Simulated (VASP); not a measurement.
A run of VASP 6.6.1 is set up as follows.

INCAR

```
SYSTEM = Cu
ALGO = Normal
EDIFF = 1E-6
ENCUT = 520
GGA = PE
ISIF = 2
ISMEAR = 0
LASPH = .True.
LCHARG = .False.
LREAL = .False.
LWAVE = .False.
NBANDS = 30
NELM = 100
PREC = Accurate
SIGMA = 0.1
```

Contents of KPOINTS:

```
k-points
0
Gamma
  20 20 6
  0 0 0
```

Contents of POSCAR:

```
Cu
1.0
    2.2219266385     -1.2831512193      0.0098640351
    2.2219266385      1.2831512193      0.0098640351
   -1.5047036614      0.0000000000      8.3840594724
Cu
4
Direct
    0.2083128444      0.2083128444      0.1246561791
    0.7916871556      0.7916871556      0.8753438209
    0.3749739018      0.3749739018      0.6254537751
    0.6250260982      0.6250260982      0.3745462249
```

Potentials or basis: VASP PAW PBE potentials, release 64 (Cu).

Run with:

```bash
$ cat potpaw_PBE.64/Cu/POTCAR > POTCAR
$ mpirun -np 1 vasp_std > vasp.out
```

Task: Predict the pressure.

Result: 0.5 GPa.

Task: What does it give for the largest force?

Result: 0.005 eV/Å.

Forces in eV/Å, atoms in the order of the input:
```
Cu   0.000  0.000 -0.002
Cu   0.000  0.000  0.002
Cu   0.000  0.000 -0.005
Cu   0.000  0.000  0.005
```
